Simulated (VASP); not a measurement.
A run of VASP 6.6.1 is set up as follows.

The input POSCAR:

```
PbO
1.0
    0.0000000000      2.7987768116      2.7987768116
    2.7987768116      0.0000000000      2.7987768116
    2.7987768116      2.7987768116      0.0000000000
Pb O
1 1
Direct
    0.0000000000      0.0000000000      0.0000000000
    0.2500000000      0.2500000000      0.2500000000
```

INCAR.step1

```
SYSTEM = PbO
PREC = Accurate ; ENCUT = 520
ISMEAR = 0 ; SIGMA = 0.01
LREAL = .False. ; LASPH = .True.
NELM = 100 ; NBANDS = 17
GGA = PE ; ALGO = Normal
EDIFF = 1E-4 ; LWAVE = .True.
LCHARG = .False.
```

Contents of INCAR.step2:

```
SYSTEM = PbO
PREC = Accurate ; ENCUT = 520
EDIFF = 1E-6 ; ISMEAR = 0
SIGMA = 0.01 ; LREAL = .False.
LASPH = .True. ; NELM = 100
ALGO = Normal ; ISIF = 2
LWAVE = .False. ; LCHARG = .False.
METAGGA = R2SCAN ; LMIXTAU = .True.
NBANDS = 17 ; ISTART = 1
```

File KPOINTS:

```
Automatic mesh
0
Gamma
  6 6 6
  0 0 0
```

Potentials or basis: VASP PAW PBE potentials, release 64 (Pb_d, O).

Run with:

```sh
$ cat potpaw_PBE.64/Pb_d/POTCAR potpaw_PBE.64/O/POTCAR > POTCAR
$ cp INCAR.step1 INCAR
$ mpirun -np 1 vasp_std > vasp.out
$ cp INCAR.step2 INCAR
$ mpirun -np 1 vasp_std > vasp.out
```

(1) What does it give for the pressure?

(2) Estimate the band gap on the k mesh.

Results:

(1) 0.3 GPa.

(2) 0.65 eV, indirect (least direct gap 0.79 eV).

Caveat: the PAW data sets were made with another functional, which shifts forces and pressure a little; spin-orbit coupling is left out, which moves the levels of the heavy elements.
